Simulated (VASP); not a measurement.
# Zr (Fm-3m) in VASP: further runs

Runs on Zr. Level: PBE. Tasks: single point.

Program: VASP 6.6.1. These are calculated values, not measurements. Logs are shortened: lines on timing, memory, paths and dates and some standing lists are left out, and cuts for length are marked.

## 1. The cell of the first run

Symmetry: Fm-3m, No. 225, cubic system. The conventional cell has a = 4.354 Å, b = 4.354 Å, c = 4.354 Å, α = 90.00°, β = 90.00°, γ = 90.00°. Within 4.1 Å of Zr (site symmetry m-3m) lie 12 Zr at 3.08 Å.

This isn't the form of Zr at room conditions, which is hcp.

## 2. Single point, PBE

INCAR

```
SYSTEM = Zr
ALGO = Normal
EDIFF = 1E-6
ENCUT = 500
GGA = PE
GGA_COMPAT = .False.
ISIF = 2
ISMEAR = 0
LASPH = .True.
LCHARG = .False.
LREAL = .False.
LWAVE = .False.
NBANDS = 12
NELM = 120
PREC = Accurate
SIGMA = 0.1
```

KPOINTS

```
k-points
0
Gamma
  9 9 9
  0 0 0
```

POSCAR

```
Zr
1.0
    0.0000000000      2.1771785623      2.1771785623
    2.1771785623      0.0000000000      2.1771785623
    2.1771785623      2.1771785623      0.0000000000
Zr
1
Direct
    0.0000000000      0.0000000000      0.0000000000
```

Potentials or basis: VASP PAW PBE potentials, release 64 (Zr_sv).

Command:

```sh
> cat potpaw_PBE.64/Zr_sv/POTCAR > POTCAR
> mpirun -np 1 vasp_std > vasp.out
```

OUTCAR:

```text
SYSTEM = Zr
   EDIFF = 1E-6
   ENCUT = 500
   GGA = PE
   ISIF = 2
   ISMEAR = 0
   LASPH = .True.
   LREAL = .False.
   NELM = 120
   PREC = Accurate

 ion  position               nearest neighbor table
   1  0.000  0.000  0.000-

  LATTYP: Found a face centered cubic cell.
 ALAT       =     4.3543571246

  Lattice vectors:

 A1 = (   0.0000000000,   2.1771785623,   2.1771785623)
 A2 = (   2.1771785623,   0.0000000000,   2.1771785623)
 A3 = (   2.1771785623,   2.1771785623,   0.0000000000)

Analysis of symmetry for initial positions (statically):
=====================================================================
 Subroutine PRICEL returns:
 Original cell was already a primitive cell.

 Routine SETGRP: Setting up the symmetry group for a
 face centered cubic supercell.

 Subroutine GETGRP returns: Found 48 space group operations
 (whereof 48 operations were pure point group operations)
 out of a pool of 48 trial point group operations.

The static configuration has the point symmetry O_h .

Analysis of symmetry for dynamics (positions and initial velocities):
=====================================================================
 Subroutine PRICEL returns:
 Original cell was already a primitive cell.

 Routine SETGRP: Setting up the symmetry group for a
 face centered cubic supercell.

 Subroutine GETGRP returns: Found 48 space group operations
 (whereof 48 operations were pure point group operations)
 out of a pool of 48 trial point group operations.

The dynamic configuration has the point symmetry O_h .

 Subroutine INISYM returns: Found 48 space group operations
 (whereof 48 operations are pure point group operations),
 and found     1 'primitive' translations

----------------------------------------------------------------------------------------

                                     Primitive cell

  volume of cell :      20.6401

  direct lattice vectors                    reciprocal lattice vectors
     0.000000000  2.177178562  2.177178562    -0.229655026  0.229655026  0.229655026
     2.177178562  0.000000000  2.177178562     0.229655026 -0.229655026  0.229655026
     2.177178562  2.177178562  0.000000000     0.229655026  0.229655026 -0.229655026

  length of vectors
     3.078995451  3.078995451  3.078995451     0.397774174  0.397774174  0.397774174

  position of ions in fractional coordinates (direct lattice)
     0.000000000  0.000000000  0.000000000

  ion indices of the primitive-cell ions
   primitive index   ion index
                 1           1

----------------------------------------------------------------------------------------

 KPOINTS: k-points

Automatic generation of k-mesh.
 Grid dimensions read from file:
 generate k-points for:    9    9    9

 Generating k-lattice:

  Cartesian coordinates                     Fractional coordinates (reciprocal lattice)
    -0.025517225  0.025517225  0.025517225     0.111111111  0.000000000  0.000000000
     0.025517225 -0.025517225  0.025517225     0.000000000  0.111111111  0.000000000
     0.025517225  0.025517225 -0.025517225     0.000000000  0.000000000  0.111111111

  Length of vectors
     0.044197130  0.044197130  0.044197130

  Shift w.r.t. Gamma in fractional coordinates (k-lattice)
     0.000000000  0.000000000  0.000000000

 Subroutine IBZKPT returns following result:
 ===========================================

 Found     35 irreducible k-points:

 Following reciprocal coordinates:
            Coordinates               Weight
  0.000000  0.000000  0.000000      1.000000
  0.111111  0.000000  0.000000      8.000000
  0.222222  0.000000  0.000000      8.000000
  0.333333  0.000000  0.000000      8.000000
  0.444444  0.000000  0.000000      8.000000
  0.111111  0.111111  0.000000      6.000000
[... 16 lines left out ...]
 -0.333333  0.333333  0.000000     12.000000
  0.444444  0.444444  0.000000      6.000000
 [... further k-points ...]
   k-points           NKPTS =     35   k-points in BZ     NKDIM =     35   number of bands    NBANDS=     12
   number of dos      NEDOS =    301   number of ions     NIONS =      1
   total plane-waves  NPLWV =  13824
   dimension x,y,z NGX =    24 NGY =   24 NGZ =   24
   dimension x,y,z NGXF=    48 NGYF=   48 NGZF=   48
   ions per type =               1
   NGX,Y,Z   is equivalent  to a cutoff of  12.96, 12.96, 12.96 a.u.
   NGXF,Y,Z  is equivalent  to a cutoff of  25.92, 25.92, 25.92 a.u.
 SYSTEM =  Zr
   PREC   = accura    normal or accurate (medium, high low for compatibility)
   ISTART =      0    job   : 0-new  1-cont  2-samecut
   ICHARG =      2    charge: 1-file 2-atom 10-const
   ISPIN  =      1    spin polarized calculation?
   LNONCOLLINEAR =      F non collinear calculations
   LSORBIT =      F    spin-orbit coupling
   LASPH  =      T    aspherical Exc in radial PAW
   ENCUT  =  500.0 eV  36.75 Ry    6.06 a.u.   5.61  5.61  5.61*2*pi/ulx,y,z
   NELM   =    120;   NELMIN=  2; NELMDL= -5     # of ELM steps
   EDIFF  = 0.1E-05   stopping-criterion for ELM
   LREAL  =      F    real-space projection
   EDIFFG = 0.1E-04   stopping-criterion for IOM
   NSW    =      0    number of steps for IOM
   IBRION =     -1    ionic relax: 0-MD 1-quasi-New 2-CG
   NFREE  =      0    steps in history (QN), initial steepest desc. (CG)
   ISIF   =      2    stress and relaxation
   ISYM   =      2    0-nonsym 1-usesym 2-fastsym
   POTIM  = 0.5000    time-step for ionic-motion
   TEBEG  =    0.0;   TEEND  =   0.0 temperature during run
   PSTRESS=    0.0 pullay stress
   NELECT =      12.0000    total number of electrons
   NUPDOWN=      -1.0000    fix difference up-down
   EMIN   =  10.00;   EMAX   =-10.00  energy-range for DOS
   EFERMI =   0.00;   METHOD = LEGACY
   ISMEAR =     0;   SIGMA  =   0.10  broadening in eV -4-tet -1-fermi 0-gaus
   EFERMI_NEDOS =   21; number of points for ismear=-14 and -15
   IALGO  =     38    algorithm
   IMIX   =      4    mixing-type and parameters
     AMIX     =   0.40;   BMIX     =  1.00
     AMIX_MAG =   1.60;   BMIX_MAG =  1.00
  volume/ion in A,a.u.               =      20.64       139.29
  Fermi-wavevector in a.u.,A,eV,Ry     =   1.366358  2.582042 25.401185  1.866934
  Thomas-Fermi vector in A             =   2.492506
   LORBIT       =      0    0 simple, 1 ext, 2 COOP (PROOUT), +10 PAW based schemes
   GGA     = PE    functional components
   LHFCALC =     F    Hartree Fock is set to
   AEXX    =    0.0000 exact exchange contribution
   IVDW    =     0    specifies the selected vdW correction
   LEPSILON=     F    determine dielectric tensor
   LRPA    =     F    only Hartree local field effects (RPA)
 non-spin polarized calculation
 Gauss-broadening in eV      SIGMA  =   0.10
  energy-cutoff  :      500.00
  volume of cell :       20.64
 maximum number of plane-waves:       534
   NGX = 11   NGY = 11   NGZ = 11

 number of electron      12.0000000 magnetization

 Free energy of the ion-electron system (eV)
  ---------------------------------------------------
  ext. energy  EPLUGINS =         0.00000000
  ---------------------------------------------------
  free energy    TOTEN  =        -8.37939170 eV

  energy without entropy =       -8.36566322  energy(sigma->0) =       -8.37252746

 E-fermi :  10.3893     XC(G=0): -11.6394

 val. band max:       10.3867415358   @ k =  -0.4444   0.1111   0.0000
 cond. band min:      10.4058449579   @ k =  -0.1111   0.1111   0.0000
 fundamental gap:      0.0191034221
 Fermi energy:        10.3893279463

 k-point     1 :       0.0000    0.0000    0.0000
  band No.  band energies     occupation
      1     -38.1994      2.00000
      2     -15.5093      2.00000
      3     -15.5093      2.00000
      4     -15.5093      2.00000
      5       4.5724      2.00000
      6      11.3012      0.00000
      7      11.3012      0.00000
      8      11.3012      0.00000
      9      14.1194      0.00000
     10      14.1194      0.00000
     11      21.0247      0.00000
     12      25.6720      0.00000

 k-point     2 :       0.1111    0.0000    0.0000
  band No.  band energies     occupation
      1     -38.1731      2.00000
      2     -15.6865      2.00000
      3     -15.5305      2.00000
      4     -15.5305      2.00000
      5       5.0180      2.00000
      6      10.9125      0.00000
      7      11.4987      0.00000
      8      11.4987      0.00000
      9      13.9199      0.00000
     10      13.9199      0.00000
     11      21.9450      0.00000
     12      24.2649      0.00000

 k-point     3 :       0.2222    0.0000    0.0000
  band No.  band energies     occupation
      1     -38.1056      2.00000
      2     -16.1179      2.00000
      3     -15.5836      2.00000
      4     -15.5836      2.00000
      5       6.0921      2.00000
      6      10.3355      1.55378
      7      11.7043      0.00000
      8      11.7043      0.00000
      9      13.9419      0.00000
     10      13.9419      0.00000
     11      21.9524      0.00000
     12      24.5882      0.00000

 k-point     4 :       0.3333    0.0000    0.0000
  band No.  band energies     occupation
      1     -38.0277      2.00000
      2     -16.5824      2.00000
      3     -15.6431      2.00000
      4     -15.6431      2.00000
      5       6.9242      2.00000
      6      10.6332      0.00056
      7      11.4146      0.00000
      8      11.4146      0.00000
      9      14.9198      0.00000
     10      14.9198      0.00000
     11      20.7736      0.00000
     12      24.6757      0.00000

 k-point     5 :       0.4444    0.0000    0.0000
  band No.  band energies     occupation
      1     -37.9760      2.00000
      2     -16.8728      2.00000
      3     -15.6814      2.00000
      4     -15.6814      2.00000
      5       7.0547      2.00000
      6      11.1184      0.00000
      7      11.1184      0.00000
      8      11.6962      0.00000
      9      16.0318      0.00000
     10      16.0318      0.00000
     11      20.5696      0.00000
     12      22.1423      0.00000
[... 228 lines left out ...]
      1     -37.9281      2.00000
      2     -16.6639      2.00000
      3     -16.0019      2.00000
      4     -15.9264      2.00000
      5       7.3375      2.00000
      6       8.1878      2.00000
      7      12.1213      0.00000
      8      14.5565      0.00000
      9      16.2799      0.00000
     10      16.3974      0.00000
     11      22.0209      0.00000
     12      23.4402      0.00000

 k-point    22 :      -0.4444    0.3333    0.0000
  band No.  band energies     occupation
      1     -37.9046      2.00000
      2     -16.6498      2.00000
      3     -16.2176      2.00000
      4     -15.9061      2.00000
      5       7.7003      2.00000
      6       8.6287      2.00000
      7      11.6181      0.00000
      8      14.0116      0.00000
      9      16.2224      0.00000
     10      18.6355      0.00000
     11      19.8705      0.00000
     12      24.3065      0.00000

 k-point    23 :      -0.3333    0.3333    0.0000
  band No.  band energies     occupation
      1     -37.9121      2.00000
      2     -16.4594      2.00000
      3     -16.4446      2.00000
      4     -15.8296      2.00000
      5       8.3778      2.00000
      6       9.2008      2.00000
      7      10.7307      0.00000
      8      13.2916      0.00000
      9      15.1732      0.00000
     10      18.1016      0.00000
     11      22.1134      0.00000
     12      22.9515      0.00000

 k-point    24 :       0.4444    0.4444    0.0000
  band No.  band energies     occupation
      1     -37.9033      2.00000
      2     -16.7784      2.00000
      3     -15.9869      2.00000
      4     -15.9869      2.00000
      5       6.8954      2.00000
      6       7.7456      2.00000
      7      13.6879      0.00000
      8      16.1536      0.00000
      9      16.3866      0.00000
     10      16.3866      0.00000
     11      21.6426      0.00000
     12      21.6426      0.00000

 [... further k-points ...]

------------------------ aborting loop because EDIFF is reached ----------------------------------------

  FORCE on cell =-STRESS in cart. coord.  units (eV):
  Direction    XX          YY          ZZ          XY          YZ          ZX
  --------------------------------------------------------------------------------------
  -------------------------------------------------------------------------------------
  Total        1.6000575      1.6000575      1.6000575     -0.0000000      0.0000000      0.0000000
  in kB      124.2035533    124.2035533    124.2035533     -0.0000000      0.0000000      0.0000000
  external PRESSURE =     124.2035533 kB  Pullay stress =       0.0000000 kB

 VOLUME and BASIS-vectors are now :
 -----------------------------------------------------------------------------
  energy-cutoff  :      500.00
  volume of cell :       20.64
      direct lattice vectors                 reciprocal lattice vectors
     0.000000000  2.177178562  2.177178562    -0.229655026  0.229655026  0.229655026
     2.177178562  0.000000000  2.177178562     0.229655026 -0.229655026  0.229655026
     2.177178562  2.177178562  0.000000000     0.229655026  0.229655026 -0.229655026

 POSITION                                       TOTAL-FORCE (eV/Angst)
 -----------------------------------------------------------------------------------
      0.00000      0.00000      0.00000         0.000000      0.000000     -0.000000
 -----------------------------------------------------------------------------------
    total drift:                                0.000000     -0.000000      0.000000

  FREE ENERGIE OF THE ION-ELECTRON SYSTEM (eV)
  ---------------------------------------------------
  free  energy   TOTEN  =        -8.3793916989 eV

  energy  without entropy=       -8.3656632203  energy(sigma->0) =       -8.37252746
```

Wall time 9.6 s (1 thread of Intel Xeon Platinum 8375C at 2.90GHz (Ice Lake), shared host); peak memory 0.13 GiB.

Results:

* Free energy: -8.3794 eV
* Pressure: 12.4 GPa
* Band gap on the k mesh: zero (bands 6 and 7 overlap by 1.65 eV)

Caveat: the cell stands under pressure.

## 3. Single point, PBE

This run uses another cell than the first one, of 21.21 Å³/atom.

INCAR

```
PREC = Accurate
ENCUT = 500
EDIFF = 1E-6
ISMEAR = 0
SIGMA = 0.1
LREAL = F
LASPH = T
NELM = 120
ALGO = Normal
ISIF = 2
LWAVE = F
LCHARG = F
GGA = PE
NBANDS = 12
GGA_COMPAT = F
```

KPOINTS

```
Automatic mesh
0
Gamma
  9 9 9
```

POSCAR

```
Zr
1.0
    0.0000000000      2.1971537933      2.1971537933
    2.1971537933      0.0000000000      2.1971537933
    2.1971537933      2.1971537933      0.0000000000
Zr
1
Direct
    0.0000000000      0.0000000000      0.0000000000
```

Potentials or basis: VASP PAW PBE potentials, release 64 (Zr_sv).

Command:

```sh
> cat potpaw_PBE.64/Zr_sv/POTCAR > POTCAR
> mpirun -np 1 vasp_std > vasp.out
```

It took 8.8 s on 1 thread of Intel Xeon Platinum 8375C at 2.90GHz (Ice Lake), shared host; peak memory 0.14 GiB.

It converged, with:

* Free energy: -8.4183 eV
* Pressure: 9.3 GPa
* Band gap on the k mesh: zero (bands 6 and 7 overlap by 1.63 eV)

Levels at points of the mesh, in eV from the Fermi level:
| k point | band 4 | band 5 | band 6 | band 7 | band 8 | band 9 |
| --- | --- | --- | --- | --- | --- | --- |
| (0.00, 0.00, 0.00) | -25.99 | -5.79 | 0.91 | 0.91 | 0.91 | 3.63 |

Caveat: the cell stands under pressure.

## 4. Single point, PBE

This run uses another cell than the first one, of 22.36 Å³/atom.

INCAR

```
SYSTEM = Zr
  ALGO = Normal
  EDIFF = 1E-6
  ENCUT = 500
  GGA = PE
  GGA_COMPAT = .False.
  ISIF = 2
  ISMEAR = 0
  LASPH = .True.
  LCHARG = .False.
  LREAL = .False.
  LWAVE = .False.
  NBANDS = 12
  NELM = 120
  PREC = Accurate
  SIGMA = 0.1
```

KPOINTS

```
k-points
0
Gamma
  9 9 9
  0 0 0
```

POSCAR

```
Zr
1.0
    0.0000000000      2.2360495242      2.2360495242
    2.2360495242      0.0000000000      2.2360495242
    2.2360495242      2.2360495242      0.0000000000
Zr
1
Direct
    0.0000000000      0.0000000000      0.0000000000
```

Command:

```sh
> cat potpaw_PBE.64/Zr_sv/POTCAR > POTCAR
> mpirun -np 1 vasp_std > vasp.out
```

Wall time 9 s (1 thread of Intel Xeon Platinum 8375C at 2.90GHz (Ice Lake), shared host); peak memory 0.14 GiB.

Results (log left out):

| Quantity | Value |
| --- | --- |
| Free energy | -8.4650 eV |
| Pressure | 3.8 GPa |
| Band gap on the k mesh | zero (bands 6 and 7 overlap by 1.59 eV) |

Levels at points of the mesh, in eV from the Fermi level:
```csv
k point,band 4,band 5,band 6,band 7,band 8,band 9
"(0.00, 0.00, 0.00)",-26.16,-5.70,0.91,0.91,0.91,3.45
```

Caveat: the cell stands under pressure.

## 5. Single point, PBE

This run uses another cell than the first one, of 22.93 Å³/atom.

INCAR

```
ALGO = Normal ; EDIFF = 1E-6
ENCUT = 500 ; GGA = PE
GGA_COMPAT = False ; ISIF = 2
ISMEAR = 0 ; LASPH = True
LCHARG = True ; LELF = True
LREAL = False ; LVHAR = True
LWAVE = False ; NBANDS = 12
NELM = 120 ; PREC = Accurate
SIGMA = 0.1
```

KPOINTS

```
k-points
0
Gamma
  9 9 9
```

POSCAR

```
Zr
1.0
    0.0000000000      2.2550000000      2.2550000000
    2.2550000000      0.0000000000      2.2550000000
    2.2550000000      2.2550000000      0.0000000000
Zr
1
Direct
    0.0000000000      0.0000000000      0.0000000000
```

Command:

```sh
> cat potpaw_PBE.64/Zr_sv/POTCAR > POTCAR
> mpirun -np 1 vasp_std > vasp.out
```

Wall time 9 s (1 thread of Intel Xeon Platinum 8375C at 2.90GHz (Ice Lake), shared host); peak memory 0.14 GiB.

Results (log left out):

```
Free energy            : -8.4743 eV
Pressure               : 1.4 GPa
Band gap on the k mesh : zero (bands 6 and 7 overlap by 1.56 eV)
```

Levels at points of the mesh, in eV from the Fermi level:
```tsv
k point	band 4	band 5	band 6	band 7	band 8	band 9
(0.00, 0.00, 0.00)	-26.24	-5.65	0.92	0.92	0.92	3.38
```

## 6. Single point, PBE

This run uses another cell than the first one, of 23.51 Å³/atom.

INCAR

```
PREC = Accurate ; ENCUT = 500
EDIFF = 1E-6 ; ISMEAR = 0
SIGMA = 0.1 ; LREAL = False
LASPH = True ; NELM = 120
ALGO = Normal ; ISIF = 2
LWAVE = False ; LCHARG = True
GGA = PE ; LELF = True
LVHAR = True ; NBANDS = 12
GGA_COMPAT = False
```

KPOINTS

```
Automatic mesh
0
Gamma
  9 9 9
```

POSCAR

```
Zr
1.0
    0.0000000000      2.2736372088      2.2736372088
    2.2736372088      0.0000000000      2.2736372088
    2.2736372088      2.2736372088      0.0000000000
Zr
1
Direct
    0.0000000000      0.0000000000      0.0000000000
```

Potentials or basis: VASP PAW PBE potentials, release 64 (Zr_sv).

Command:

```sh
> cat potpaw_PBE.64/Zr_sv/POTCAR > POTCAR
> mpirun -np 1 vasp_std > vasp.out
```

Run time: 9.4 s. Hardware: 1 thread of Intel Xeon Platinum 8375C at 2.90GHz (Ice Lake), shared host; peak memory 0.14 GiB.

It converged, with:

```yaml
Free_energy: -8.4753 eV
Pressure: -0.9 GPa
Band_gap_on_the_k_mesh: zero (bands 6 and 7 overlap by 1.54 eV)
```

Levels at points of the mesh, in eV from the Fermi level:
| k point | band 4 | band 5 | band 6 | band 7 | band 8 | band 9 |
| --- | --- | --- | --- | --- | --- | --- |
| (0.00, 0.00, 0.00) | -26.31 | -5.59 | 0.92 | 0.92 | 0.92 | 3.30 |

## 7. The runs side by side

```tsv
cell	gap on the mesh (eV)	pressure (GPa)
a = 3.079 Å, angles 60.0°, 1 atom	none	12.4
a = 3.107 Å, angles 60.0°, 1 atom	none	9.3
a = 3.162 Å, angles 60.0°, 1 atom	none	3.8
a = 3.189 Å, angles 60.0°, 1 atom	none	1.4
a = 3.215 Å, angles 60.0°, 1 atom	none	-0.9
```

Alike in all rows: task single point; level PBE; potentials or basis VASP PAW PBE potentials, release 64 (Zr_sv); no spin polarisation; k mesh 9 × 9 × 9; cutoff (eV) 500; smearing gaussian 0.1 eV.

Caveats: the cell stands under pressure (at least some runs).

Total energies depend on the potentials used, so only differences within one code and one set of settings carry meaning.
